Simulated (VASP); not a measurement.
Mg3Se, 4 atoms in the cell. The structure is orthorhombic, space group Immm (No. 71). Conventional cell: a = 4.095 Å, b = 6.215 Å, c = 6.608 Å, α = 90.00°, β = 90.00°, γ = 90.00°. Within 2.6 Å of Mg (site symmetry m2m) lie 1 Se at 1.93 Å and 3 Mg at 2.35 to 2.36 Å. Mg (site symmetry mmm) has 4 Mg at 2.36 Å within 3.1 Å. Se (site symmetry mmm) has 2 Mg at 1.93 Å within 2.6 Å. 

| Quantity | Value |
| --- | --- |
| Program | VASP 6.6.1 |
| Task | relaxation of cell and atoms |
| Functional | PBE |
| Potentials or basis | VASP PAW PBE potentials, release 64 (Mg, Se) |
| Cutoff | 600 eV |
| k mesh | 6 × 6 × 6 |
| Occupations | gaussian, width 0.1 eV |
| Spin | no spin polarisation |
| Dipole correction | no |
| Further INCAR settings | ALGO = Normal; EDIFF = 1e-06; IBRION = 2; EDIFFG = -0.04; NSW = 90; ISIF = 3 |

Potentials or basis: VASP PAW PBE potentials, release 64 (Mg, Se).

The run is started by

```console
$ cat potpaw_PBE.64/Mg/POTCAR potpaw_PBE.64/Se/POTCAR > POTCAR
$ mpirun -np 1 vasp_std > vasp.out
```

Hardware: 1 thread of Intel(R) Xeon(R) 6975P-C (Granite Rapids) (shared host).

Task: How long does it take, and how much memory?

Result: Run time: 9.7 min on 1 thread of Intel(R) Xeon(R) 6975P-C (Granite Rapids) (shared host), peak memory 0.29 GiB. Counts: scf iterations 314, k points 46, ion steps 43.
